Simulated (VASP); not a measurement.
**Rh: single point with PBEsol**

Rh:

```
Rh
1.0
     0.00000    1.89000    1.89000
     1.89000    0.00000    1.89000
     1.89000    1.89000    0.00000
Rh
1
Cartesian
  0.0000 0.0000 0.0000
```

```yaml
Program: VASP 6.6.1
Task: single point
Functional: PBEsol
Potentials_or_basis: VASP PAW PBE potentials, release 64 (Rh_pv)
Cutoff: 520 eV
k_mesh: 16 × 16 × 16
Occupations: gaussian, width 0.15 eV
Spin: no spin polarisation
```

| Property | Result |
| --- | --- |
| Pressure | 0.0 GPa |
| Band gap on the k mesh | zero (an odd number of electrons rules out a gap without spin polarisation) |

Levels at points of the mesh, in eV from the Fermi level:
| k point | band 3 | band 4 | band 5 | band 6 | band 7 | band 8 | band 9 | band 10 | band 11 | band 12 |
| --- | --- | --- | --- | --- | --- | --- | --- | --- | --- | --- |
| (0.00, 0.00, 0.00) | -46.36 | -8.18 | -3.18 | -3.18 | -3.18 | -1.00 | -1.00 | 15.92 | 20.32 | 21.48 |
| (0.50, 0.00, 0.00) | -46.47 | -6.31 | -3.25 | -3.25 | 0.61 | 0.61 | 0.64 | 8.78 | 15.43 | 20.33 |
| (0.50, 0.50, 0.00) | -46.65 | -6.52 | -6.14 | 0.58 | 1.03 | 1.03 | 3.21 | 12.46 | 13.34 | 13.34 |

It took 12 s on 1 thread of Intel(R) Xeon(R) 6975P-C (Granite Rapids), with other jobs on the host, peak memory 0.14 GiB.

Caveat: the PAW data sets were made with another functional, which shifts forces and pressure a little.
